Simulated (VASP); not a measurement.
# Zr in VASP: a series of runs

The runs below take Zr through single point, with PBE.

Program: VASP 6.6.1. These are calculated values, not measurements. Logs are shortened: lines on timing, memory, paths and dates and some standing lists are left out, and cuts for length are marked.

## 1. The cell of the first run

The cell holds a cluster in a box, 1 atom: a = 9.000 Å, b = 9.100 Å, c = 9.200 Å, α = 90.00°, β = 90.00°, γ = 90.00°.

## 2. Single point, PBE, collinear spin, ferromagnetic start

Input file INCAR:

```
  ALGO = Normal
  EDIFF = 1E-6
  ENCUT = 400
  GGA = PE
  GGA_COMPAT = False
  ISIF = 2
  ISMEAR = -1
  ISPIN = 2
  LASPH = True
  LCHARG = False
  LMAXMIX = 4
  LORBIT = 11
  LREAL = False
  LWAVE = False
  MAGMOM = 2.7
  NBANDS = 16
  NELM = 200
  PREC = Accurate
  SIGMA = 0.1
```

Input file KPOINTS:

```
k-points
0
Gamma
  1 1 1
```

Input file POSCAR:

```
Zr
1.0
    9.0000000000      0.0000000000      0.0000000000
    0.0000000000      9.1000000000      0.0000000000
    0.0000000000      0.0000000000      9.2000000000
Zr
1
Direct
    0.5000000000      0.5000000000      0.5000000000
```

Potentials or basis: VASP PAW PBE potentials, release 64 (Zr_sv).

On the command line:

```sh
cat potpaw_PBE.64/Zr_sv/POTCAR > POTCAR
mpirun -np 1 vasp_gam > vasp.out
```

OUTCAR:

```text
EDIFF = 1E-6
   ENCUT = 400
   GGA = PE
   ISIF = 2
   ISMEAR = -1
   ISPIN = 2
   LASPH = True
   LORBIT = 11
   LREAL = False
   NELM = 200
   PREC = Accurate

 ion  position               nearest neighbor table
   1  0.500  0.500  0.500-

  LATTYP: Found a simple orthorhombic cell.
 ALAT       =     9.0000000000
 B/A-ratio  =     1.0111111111
 C/A-ratio  =     1.0222222222

  Lattice vectors:

 A1 = (   9.0000000000,   0.0000000000,   0.0000000000)
 A2 = (   0.0000000000,   9.1000000000,   0.0000000000)
 A3 = (   0.0000000000,   0.0000000000,   9.2000000000)

Analysis of symmetry for initial positions (statically):
=====================================================================
 Subroutine PRICEL returns:
 Original cell was already a primitive cell.

 Routine SETGRP: Setting up the symmetry group for a
 simple orthorhombic supercell.

 Subroutine GETGRP returns: Found  8 space group operations
 (whereof  8 operations were pure point group operations)
 out of a pool of  8 trial point group operations.

The static configuration has the point symmetry D_2h.

Analysis of symmetry for dynamics (positions and initial velocities):
=====================================================================
 Subroutine PRICEL returns:
 Original cell was already a primitive cell.

 Routine SETGRP: Setting up the symmetry group for a
 simple orthorhombic supercell.

 Subroutine GETGRP returns: Found  8 space group operations
 (whereof  8 operations were pure point group operations)
 out of a pool of  8 trial point group operations.

The dynamic configuration has the point symmetry D_2h.

Analysis of structural, dynamic, and magnetic symmetry:
=====================================================================
 Subroutine PRICEL returns:
 Original cell was already a primitive cell.

 Routine SETGRP: Setting up the symmetry group for a
 simple orthorhombic supercell.

 Subroutine GETGRP returns: Found  8 space group operations
 (whereof  8 operations were pure point group operations)
 out of a pool of  8 trial point group operations.

The overall configuration has the point symmetry D_2h.

 Subroutine INISYM returns: Found  8 space group operations
 (whereof  8 operations are pure point group operations),
 and found     1 'primitive' translations

----------------------------------------------------------------------------------------

                                     Primitive cell

  volume of cell :     753.4800

  direct lattice vectors                    reciprocal lattice vectors
     9.000000000  0.000000000  0.000000000     0.111111111  0.000000000  0.000000000
     0.000000000  9.100000000  0.000000000     0.000000000  0.109890110  0.000000000
     0.000000000  0.000000000  9.200000000     0.000000000  0.000000000  0.108695652

  length of vectors
     9.000000000  9.100000000  9.200000000     0.111111111  0.109890110  0.108695652

  position of ions in fractional coordinates (direct lattice)
     0.500000000  0.500000000  0.500000000

  ion indices of the primitive-cell ions
   primitive index   ion index
                 1           1

----------------------------------------------------------------------------------------

 KPOINTS: k-points

Automatic generation of k-mesh.
 Grid dimensions read from file:
 generate k-points for:    1    1    1

 Generating k-lattice:

  Cartesian coordinates                     Fractional coordinates (reciprocal lattice)
     0.111111111  0.000000000  0.000000000     1.000000000  0.000000000  0.000000000
     0.000000000  0.109890110  0.000000000     0.000000000  1.000000000  0.000000000
     0.000000000  0.000000000  0.108695652     0.000000000  0.000000000  1.000000000

  Length of vectors
     0.111111111  0.109890110  0.108695652

  Shift w.r.t. Gamma in fractional coordinates (k-lattice)
     0.000000000  0.000000000  0.000000000

 Subroutine IBZKPT returns following result:
 ===========================================

 Found      1 irreducible k-points:

 Following reciprocal coordinates:
            Coordinates               Weight
  0.000000  0.000000  0.000000      1.000000
   k-points           NKPTS =      1   k-points in BZ     NKDIM =      1   number of bands    NBANDS=     16
   number of dos      NEDOS =    301   number of ions     NIONS =      1
   total plane-waves  NPLWV = 216000
   dimension x,y,z NGX =    60 NGY =   60 NGZ =   60
   dimension x,y,z NGXF=   120 NGYF=  120 NGZF=  120
   ions per type =               1
   NGX,Y,Z   is equivalent  to a cutoff of  11.08, 10.96, 10.84 a.u.
   NGXF,Y,Z  is equivalent  to a cutoff of  22.17, 21.92, 21.68 a.u.
 SYSTEM =  unknown system
   PREC   = accura    normal or accurate (medium, high low for compatibility)
   ISTART =      0    job   : 0-new  1-cont  2-samecut
   ICHARG =      2    charge: 1-file 2-atom 10-const
   ISPIN  =      2    spin polarized calculation?
   LNONCOLLINEAR =      F non collinear calculations
   LSORBIT =      F    spin-orbit coupling
   LASPH  =      T    aspherical Exc in radial PAW
   ENCUT  =  400.0 eV  29.40 Ry    5.42 a.u.  14.68 14.84 15.00*2*pi/ulx,y,z
   NELM   =    200;   NELMIN=  2; NELMDL= -5     # of ELM steps
   EDIFF  = 0.1E-05   stopping-criterion for ELM
   LREAL  =      F    real-space projection
   EDIFFG = 0.1E-04   stopping-criterion for IOM
   NSW    =      0    number of steps for IOM
   IBRION =     -1    ionic relax: 0-MD 1-quasi-New 2-CG
   NFREE  =      0    steps in history (QN), initial steepest desc. (CG)
   ISIF   =      2    stress and relaxation
   ISYM   =      2    0-nonsym 1-usesym 2-fastsym
   POTIM  = 0.5000    time-step for ionic-motion
   TEBEG  =    0.0;   TEEND  =   0.0 temperature during run
   PSTRESS=    0.0 pullay stress
   NELECT =      12.0000    total number of electrons
   NUPDOWN=      -1.0000    fix difference up-down
   EMIN   =  10.00;   EMAX   =-10.00  energy-range for DOS
   EFERMI =   0.00;   METHOD = LEGACY
   ISMEAR =    -1;   SIGMA  =   0.10  broadening in eV -4-tet -1-fermi 0-gaus
   EFERMI_NEDOS =   21; number of points for ismear=-14 and -15
   IALGO  =     38    algorithm
   IMIX   =      4    mixing-type and parameters
     AMIX     =   0.40;   BMIX     =  1.00
     AMIX_MAG =   1.60;   BMIX_MAG =  1.00
  volume/ion in A,a.u.               =     753.48      5084.73
  Fermi-wavevector in a.u.,A,eV,Ry     =   0.411887  0.778353  2.308240  0.169651
  Thomas-Fermi vector in A             =   1.368494
   LORBIT       =     11    0 simple, 1 ext, 2 COOP (PROOUT), +10 PAW based schemes
   GGA     = PE    functional components
   LHFCALC =     F    Hartree Fock is set to
   AEXX    =    0.0000 exact exchange contribution
   IVDW    =     0    specifies the selected vdW correction
   LEPSILON=     F    determine dielectric tensor
   LRPA    =     F    only Hartree local field effects (RPA)
 spin polarized calculation
  energy-cutoff  :      400.00
  volume of cell :      753.48
 maximum number of plane-waves:      6832
 NGX is ok and might be reduce to    60
   NGX = 29   NGY = 29   NGZ = 31

 number of electron      12.0000000 magnetization       3.5076411

 Free energy of the ion-electron system (eV)
  ---------------------------------------------------
  ext. energy  EPLUGINS =         0.00000000
  ---------------------------------------------------
  free energy    TOTEN  =        -2.31430524 eV

  energy without entropy =       -1.91495299  energy(sigma->0) =       -2.11462912

 E-fermi :  -2.6934     XC(G=0):  -1.5958

 val. band max:       -2.7021285355   @ k =   0.0000   0.0000   0.0000
 cond. band min:      -2.5817476056   @ k =   0.0000   0.0000   0.0000
 fundamental gap:      0.1203809299
 Fermi energy:        -2.6934185769

 spin component 1

 k-point     1 :       0.0000    0.0000    0.0000
  band No.  band energies     occupation
      1     -52.6678      1.00000
      2     -30.8371      1.00000
      3     -30.8371      1.00000
      4     -30.8371      1.00000
      5      -3.9951      1.00000
      6      -2.7217      0.57029
      7      -2.7212      0.56909
      8      -2.7207      0.56772
      9      -2.7032      0.52452
     10      -2.7021      0.52176
     11      -0.9066      0.00000
     12      -0.8940      0.00000
     13      -0.8806      0.00000
     14      -0.1171      0.00000
     15       0.9769      0.00000
     16       1.0098      0.00000
 Fermi energy:        -2.6934185769

 spin component 2

 k-point     1 :       0.0000    0.0000    0.0000
  band No.  band energies     occupation
      1     -51.4544      1.00000
      2     -29.4042      1.00000
      3     -29.4039      1.00000
      4     -29.4036      1.00000
      5      -2.5817      0.24662
      6      -1.0188      0.00000
      7      -1.0149      0.00000
      8      -0.9553      0.00000
      9      -0.9543      0.00000
     10      -0.9535      0.00000
     11       0.1480      0.00000
     12       0.1664      0.00000
     13       0.1857      0.00000
     14       0.2791      0.00000
     15       1.4186      0.00000
     16       1.4573      0.00000

------------------------ aborting loop because EDIFF is reached ----------------------------------------

  FORCE on cell =-STRESS in cart. coord.  units (eV):
  Direction    XX          YY          ZZ          XY          YZ          ZX
  --------------------------------------------------------------------------------------
  -------------------------------------------------------------------------------------
  Total       -0.1905538     -0.1802985     -0.1686504      0.0000000      0.0000000      0.0000000
  in kB       -0.4051880     -0.3833812     -0.3586132      0.0000000      0.0000000      0.0000000
  external PRESSURE =      -0.3823941 kB  Pullay stress =       0.0000000 kB

 VOLUME and BASIS-vectors are now :
 -----------------------------------------------------------------------------
  energy-cutoff  :      400.00
  volume of cell :      753.48
      direct lattice vectors                 reciprocal lattice vectors
     9.000000000  0.000000000  0.000000000     0.111111111  0.000000000  0.000000000
     0.000000000  9.100000000  0.000000000     0.000000000  0.109890110  0.000000000
     0.000000000  0.000000000  9.200000000     0.000000000  0.000000000  0.108695652

 POSITION                                       TOTAL-FORCE (eV/Angst)
 -----------------------------------------------------------------------------------
      4.50000      4.55000      4.60000         0.000000      0.000000      0.000000
 -----------------------------------------------------------------------------------
    total drift:                                0.000000      0.000000     -0.000000

  FREE ENERGIE OF THE ION-ELECTRON SYSTEM (eV)
  ---------------------------------------------------
  free  energy   TOTEN  =        -2.3143052403 eV

  energy  without entropy=       -1.9149529910  energy(sigma->0) =       -2.11462912

 total charge

# of ion       s       p       d       tot
------------------------------------------
    1        2.205   5.852   1.787   9.843

 magnetization (x)

# of ion       s       p       d       tot
------------------------------------------
    1        0.145   0.001   1.787   1.933
```

Wall time 2 min (1 thread of Intel Xeon Platinum 8259CL at 2.50GHz (Skylake/Cascade Lake), shared host); peak memory 0.61 GiB.

Results:

```
Free energy                                           : -2.3143 eV
Gap between the frontier levels                       : 0.12 eV
Net moment                                            : 3.51 μB per cell
Site moments                                          : Zr +1.93 μB
Valence electrons inside the program's atomic spheres : Zr 9.84
```

Levels at points of the mesh, in eV from the valence-band top:
Spin up:
```csv
k point,band 7,band 8,band 9,band 10,band 11,band 12,band 13,band 14
"(0.00, 0.00, 0.00)",-0.02,-0.02,0.00,0.00,1.80,1.81,1.82,2.58
```
Spin down:
| k point | band 1 | band 2 | band 3 | band 4 | band 5 | band 6 | band 7 | band 8 | band 9 |
| --- | --- | --- | --- | --- | --- | --- | --- | --- | --- |
| (0.00, 0.00, 0.00) | -48.75 | -26.70 | -26.70 | -26.70 | 0.12 | 1.68 | 1.69 | 1.75 | 1.75 |

## 3. Single point, PBE, collinear spin, ferromagnetic start

Input file INCAR:

```
SYSTEM = Zr
  ALGO = Normal
  EDIFF = 1E-6
  ENCUT = 400
  GGA = PE
  GGA_COMPAT = .FALSE.
  ISIF = 2
  ISMEAR = -1
  ISPIN = 2
  LASPH = .TRUE.
  LCHARG = .TRUE.
  LELF = .TRUE.
  LMAXMIX = 4
  LORBIT = 11
  LREAL = .FALSE.
  LVHAR = .TRUE.
  LWAVE = .FALSE.
  MAGMOM = 2.5
  NBANDS = 16
  NELM = 200
  PREC = Accurate
  SIGMA = 0.1
```

Input file KPOINTS:

```
k-points
0
G
  1 1 1
  0 0 0
```

POSCAR is that of step 2.

Potentials or basis: VASP PAW PBE potentials, release 64 (Zr_sv).

On the command line:

```sh
cat potpaw_PBE.64/Zr_sv/POTCAR > POTCAR
mpirun -np 1 vasp_gam > vasp.out
```

It took 2.5 min on 1 thread of Intel Xeon Platinum 8259CL at 2.50GHz (Skylake/Cascade Lake), shared host; peak memory 0.61 GiB.

The run converged. Its results:

```yaml
Free_energy: -2.3143 eV
Gap_between_the_frontier_levels: 0.12 eV
Net_moment: 3.51 μB per cell
Site_moments: Zr +1.93 μB
Valence_electrons_inside_the_program's_atomic_spheres: Zr 9.84
```

Levels at points of the mesh, in eV from the valence-band top:
Spin up:
```
           k point  band 7  band 8  band 9  band 10  band 11  band 12  band 13  band 14
(0.00, 0.00, 0.00)   -0.02   -0.02    0.00     0.00     1.80     1.81     1.82     2.59
```
Spin down:
```tsv
k point	band 1	band 2	band 3	band 4	band 5	band 6	band 7	band 8	band 9
(0.00, 0.00, 0.00)	-48.75	-26.70	-26.70	-26.70	0.12	1.68	1.69	1.75	1.75
```

## 4. Single point, PBE, collinear spin, ferromagnetic start

Input file INCAR:

```
PREC     = Accurate       # precision mode
ENCUT    = 400            # plane-wave cutoff, eV
EDIFF    = 1E-6           # SCF threshold, eV
ISMEAR   = -1             # smearing method
SIGMA    = 0.1            # smearing width, eV
LREAL    = F              # projectors in reciprocal space
LASPH    = T              # aspherical terms in the spheres
NELM     = 200            # most SCF steps
ALGO     = Normal         # electronic algorithm
ISIF     = 2              # what is computed and relaxed
LWAVE    = F              # write WAVECAR
LCHARG   = F              # write CHGCAR
ISPIN    = 2              # spin polarisation
MAGMOM   = 3              # initial moments
LORBIT   = 11             # projections on sites
LMAXMIX  = 4              # l up to which the mixer works
GGA      = PE             # functional
NBANDS   = 16             # bands
GGA_COMPAT= F
```

Input file KPOINTS:

```
Automatic mesh
0
Gamma
  1 1 1
```

POSCAR is that of step 3.

On the command line:

```sh
cat potpaw_PBE.64/Zr_sv/POTCAR > POTCAR
mpirun -np 1 vasp_gam > vasp.out
```

Run time: 1.9 min. Hardware: 1 thread of Intel Xeon Platinum 8259CL at 2.50GHz (Skylake/Cascade Lake), shared host; peak memory 0.6 GiB.

Results (log left out):

```yaml
Free_energy: -2.3143 eV
Gap_between_the_frontier_levels: 0.12 eV
Net_moment: 3.51 μB per cell
Site_moments: Zr +1.93 μB
Valence_electrons_inside_the_program's_atomic_spheres: Zr 9.84
```

Levels at points of the mesh, in eV from the valence-band top:
Spin up:
```csv
k point,band 6,band 7,band 8,band 9,band 10,band 11,band 12,band 13,band 14,band 15
"(0.00, 0.00, 0.00)",-0.02,-0.02,-0.02,0.00,0.00,1.80,1.81,1.82,2.59,3.68
```
Spin down:
```csv
k point,band 1,band 2,band 3,band 4,band 5,band 6,band 7,band 8,band 9
"(0.00, 0.00, 0.00)",-48.75,-26.70,-26.70,-26.70,0.12,1.68,1.69,1.75,1.75
```
